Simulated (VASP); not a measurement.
A run of VASP 6.6.1 is set up as follows.

INCAR

```
SYSTEM = AlNi3
PREC = Accurate ; ENCUT = 690
EDIFF = 1E-6 ; ISMEAR = -1
SIGMA = 0.05 ; LREAL = .False.
LASPH = .True. ; NELM = 200
ALGO = Normal ; ISIF = 2
LWAVE = .False. ; LCHARG = .True.
ISPIN = 2 ; MAGMOM = 0.733333 0.733333 0.733333 0
LORBIT = 11 ; NUPDOWN = 2.2
LMAXMIX = 4 ; GGA = PE
LELF = .True. ; LVHAR = .True.
NBANDS = 40 ; GGA_COMPAT = .False.
```

File KPOINTS:

```
Automatic mesh
0
Gamma
  6 6 6
  0 0 0
```

The input POSCAR:

```
AlNi3
1.0
    3.5230547267      0.0000000000      0.0000000000
    0.0000000000      3.5230547267      0.0000000000
    0.0000000000      0.0000000000      3.5230547267
Ni Al
3 1
Direct
    0.5000000000      0.5000000000      0.0000000000
    0.5000000000      0.0000000000      0.5000000000
    0.0000000000      0.5000000000      0.5000000000
    0.0000000000      0.0000000000      0.0000000000
```

Potentials or basis: VASP PAW PBE potentials, release 64 (Ni_sv_GW, Al).

Command:

```sh
$ cat potpaw_PBE.64/Ni_sv_GW/POTCAR potpaw_PBE.64/Al/POTCAR > POTCAR
$ mpirun -np 1 vasp_std > vasp.out
```

Problem. What does it give for the pressure?

Solution. 9.9 GPa.

Caveat: the cell stands under pressure; the total moment is fixed, so each spin has its own Fermi level and the state may be an excited one.
